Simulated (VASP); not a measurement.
Si3N4: single point with PBE

The system is Si3N4.

```xyz
7
Lattice="3.2542 -4.4671 0.0000 3.2542 4.4671 0.0000 0.0000 0.0000 3.1181" Properties=species:S:1:pos:R:3 pbc="T T T"
Si    1.6271   -2.2335    1.5590
Si    1.6271    2.2335    1.5590
Si    0.0000    0.0000    0.0000
N     5.1659    0.0000    1.5590
N     1.3425    0.0000    1.5590
N     3.2542    2.4325    0.0000
N     3.2542   -2.4325    0.0000
```

The cell was built from a structure type or drawn by symmetry, and may not be a known phase.

```
Program             : VASP 6.6.1
Task                : single point
Functional          : PBE
Potentials or basis : VASP PAW PBE potentials, release 64 (Si, N)
Cutoff              : 520 eV
k mesh              : 4 × 4 × 6
Occupations         : gaussian, width 0.1 eV
Spin                : no spin polarisation
```

```json
{"Pressure": "-40.0 GPa", "Largest force": "1.723 eV/Å", "Band gap on the k mesh": "zero (bands 16 and 17 overlap by 0.12 eV)"}
```

Forces on the atoms (eV/Å):
```
Si   0.000  0.000  0.000
Si   0.000  0.000  0.000
Si   0.000  0.000  0.000
N    1.723  0.000  0.000
N   -1.723  0.000  0.000
N    0.000  1.062  0.000
N    0.000 -1.062  0.000
```

Stress tensor (GPa, compression positive):
```
-38.29   0.00   0.00
  0.00 -45.68   0.00
  0.00   0.00 -36.14
```

Levels at points of the mesh, in eV from the Fermi level:
| k point | band 12 | band 13 | band 14 | band 15 | band 16 | band 17 | band 18 | band 19 | band 20 | band 21 |
| --- | --- | --- | --- | --- | --- | --- | --- | --- | --- | --- |
| (0.00, 0.00, 0.00) | -0.99 | -0.80 | -0.80 | -0.56 | -0.49 | -0.13 | 3.25 | 3.69 | 3.86 | 4.36 |
| (0.50, 0.00, 0.00) | -1.83 | -0.88 | -0.61 | -0.49 | -0.33 | 0.84 | 2.47 | 4.45 | 4.64 | 5.74 |
| (0.50, 0.50, 0.00) | -2.15 | -2.08 | -0.62 | -0.61 | -0.54 | 2.20 | 3.41 | 3.43 | 4.91 | 5.71 |
| (0.00, 0.00, 0.50) | -3.16 | -2.96 | -1.75 | -1.32 | -0.08 | 1.97 | 3.14 | 3.33 | 4.84 | 5.81 |
| (0.50, 0.00, 0.50) | -2.56 | -2.43 | -2.35 | -0.83 | -0.50 | 0.10 | 1.39 | 4.96 | 4.98 | 5.90 |
| (0.50, 0.50, 0.50) | -2.55 | -2.46 | -1.85 | -1.03 | -0.57 | 0.33 | 2.33 | 3.28 | 3.91 | 4.57 |

It took 110 s on 1 thread of Intel Xeon 8259CL (shared host), peak memory 0.21 GiB.

Caveat: the cell stands under tension; forces of over 1 eV/Å act on the atoms, so gaps and moduli don't describe the material at rest.
